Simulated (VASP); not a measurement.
Write the native input for VASP 6.6.1 that does the following.

* Task: single point
* Functional: PBE
* Potentials or basis: VASP PAW PBE potentials, release 64 (Cd, Hg, Te)
* Cutoff: 520 eV
* k mesh: 6 × 6 × 2
* Occupations: gaussian, width 0.2 eV
* Spin: no spin polarisation
* Dipole correction: no
* Further INCAR settings: ALGO = Normal; EDIFF = 1e-06; NBANDS = 46

The structure of Cd3HgTe4 lies in POSCAR:

```
Cd3HgTe4
1.0
    4.6931387513     -0.0005735206      0.0000093611
   -0.0005799556      4.6933313929     -0.0002353774
    0.0003392657     -0.0009143370     13.2229561709
Cd Hg Te
3 1 4
Direct
    0.0012551521     -0.0014660992      0.7495704423
    0.0007083164     -0.0004387266      0.2503603493
    0.5014032160      0.5002559973      0.4999908444
    0.4963408748      0.5016056510      0.0000026673
    0.5008324060      0.0009197868      0.8739577751
   -0.0024384919      0.4997806149      0.1261052084
    0.5006607924      0.0003381750      0.3752454410
    0.0012377342      0.4990046008      0.6247672721
```

One way to write it, as run:

INCAR

```
  PREC = Accurate
  ENCUT = 520
  EDIFF = 1E-6
  ISMEAR = 0
  SIGMA = 0.2
  LREAL = F
  LASPH = T
  NELM = 60
  ALGO = Normal
  ISIF = 2
  LWAVE = F
  LCHARG = T
  GGA = PE
  LELF = T
  LVHAR = T
  NBANDS = 46
```

KPOINTS

```
Automatic mesh
0
Gamma
  6 6 2
```

Potentials or basis: VASP PAW PBE potentials, release 64 (Cd, Hg, Te).

Run with:

```bash
$ cat potpaw_PBE.64/Cd/POTCAR potpaw_PBE.64/Hg/POTCAR potpaw_PBE.64/Te/POTCAR > POTCAR
$ mpirun -np 1 vasp_std > vasp.out
```

It gave:

The pressure is 0.1 GPa. The largest force is 0.011 eV/Å and the band gap on the k mesh is 0.18 eV.

Caveat: spin-orbit coupling is left out, which moves the levels of the heavy elements.

Wall time 13 min on 1 thread of Intel Xeon 8259CL, on a shared host, peak memory 0.66 GiB.
